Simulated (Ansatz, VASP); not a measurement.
**Two plane-wave programs on InPd**

Contents of INCAR:

```
ALGO = Fast ; EDIFF = 1E-7
ENCUT = 520 ; GGA = PE
ISIF = 2 ; ISMEAR = 0
LASPH = T ; LCHARG = F
LREAL = F ; LWAVE = F
NBANDS = 18 ; NELM = 100
PREC = Accurate ; SIGMA = 0.15
```

KPOINTS

```
k-points
0
Gamma
  14 14 14
```

Contents of POSCAR:

```
InPd
1.0
    3.3437699169      0.0000000000      0.0000000000
    0.0000000000      3.3437699169      0.0000000000
    0.0000000000      0.0000000000      3.2282509542
In Pd
1 1
Direct
   -0.0053840416      0.0000000000      0.0000000000
    0.5058089164      0.5000000000      0.5000000000
```

Input for Ansatz:

```yaml
crystal:
  lattice:
    - [3.3437699169, 0.0, 0.0]
    - [0.0, 3.3437699169, 0.0]
    - [0.0, 0.0, 3.2282509542]
  atoms:
    - { symbol: In, position: [-0.0053840416, 0.0, 0.0] }
    - { symbol: Pd, position: [0.5058089164, 0.5, 0.5] }
basis:
  ecutwfc: 420
kpoints:
  mp_grid: { grid: [14, 14, 14] }
hamiltonian:
  xc: pbe
scf:
  occupations: { method: gaussian, width: 0.15 }
output:
  forces: true
  stress: true
  eigenvalues: true
```

Change from the starting cell: mode 4 frozen in at -0.019 Å, strain +e along z and -e/2 along x and y -0.0233.

Alike in both runs: task single point; functional PBE; k mesh 14 × 14 × 14; occupations gaussian, width 0.15 eV; no spin polarisation.

|  | VASP | Ansatz |
| --- | --- | --- |
| version | VASP 6.6.1 | Ansatz 0.2.0 |
| potentials or method | VASP PAW PBE potentials, release 64 (In_d, Pd), cutoff 520 eV | scalar-relativistic, plane waves, PAW |
| valence electrons in the cell | 23 | 31 |

```tsv
	VASP	Ansatz	Ansatz less VASP
gap on the k mesh at the Fermi level (eV)	none	none	-
pressure (GPa)	0.2	0.1	-0.03
traceless stress, the component that is largest in VASP (GPa)	0.79	0.79	+0.002
rms of the force components (eV/Å)	0.078	0.077	-0.0010
```

Atom by atom the forces differ by 0.001 eV/Å (rms over components). A gap of «none» marks a metal or a gap that the smearing closes. With one functional, cell and mesh, what is left measures potentials, basis and numerics. VASP's potentials hold 23 valence electrons a cell and Ansatz's 31, so a difference there can come from the potentials and not from the codes.
